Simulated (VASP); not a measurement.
A run of VASP 6.6.1:

The input POSCAR:

```
AlN
1.0
    0.0000000000      2.1849006255      2.1849006255
    2.1849006255      0.0000000000      2.1849006255
    2.1849006255      2.1849006255      0.0000000000
Al N
1 1
Direct
    0.0000000000      0.0000000000      0.0000000000
    0.7500000000      0.7500000000      0.7500000000
```

The input INCAR.step1:

```
  PREC = Accurate
  ENCUT = 520
  ISMEAR = 0
  SIGMA = 0.02
  LREAL = F
  LASPH = T
  NELM = 60
  NBANDS = 11
  GGA = PE
  ALGO = Normal
  EDIFF = 1E-4
  LWAVE = T
  LCHARG = F
```

INCAR.step2

```
  PREC = Accurate
  ENCUT = 520
  EDIFF = 1E-6
  ISMEAR = 0
  SIGMA = 0.02
  LREAL = F
  LASPH = T
  NELM = 60
  ALGO = Normal
  ISIF = 2
  LWAVE = F
  LCHARG = F
  METAGGA = R2SCAN
  LMIXTAU = T
  NBANDS = 11
  ISTART = 1
```

The input KPOINTS:

```
Automatic mesh
0
Gamma
  10 10 10
```

Potentials or basis: VASP PAW PBE potentials, release 64 (Al, N).

Command:

```console
$ cat potpaw_PBE.64/Al/POTCAR potpaw_PBE.64/N/POTCAR > POTCAR
$ cp INCAR.step1 INCAR
$ mpirun -np 1 vasp_std > vasp.out
$ cp INCAR.step2 INCAR
$ mpirun -np 1 vasp_std > vasp.out
```

Hardware: 1 thread of Intel(R) Xeon(R) Platinum 8559C (Emerald Rapids), with other jobs on the host.

Q: Estimate the wall time of this run.

A: Wall time 17 s on 1 thread of Intel(R) Xeon(R) Platinum 8559C (Emerald Rapids) (shared host), peak memory 0.14 GiB. Counts: k points 47.
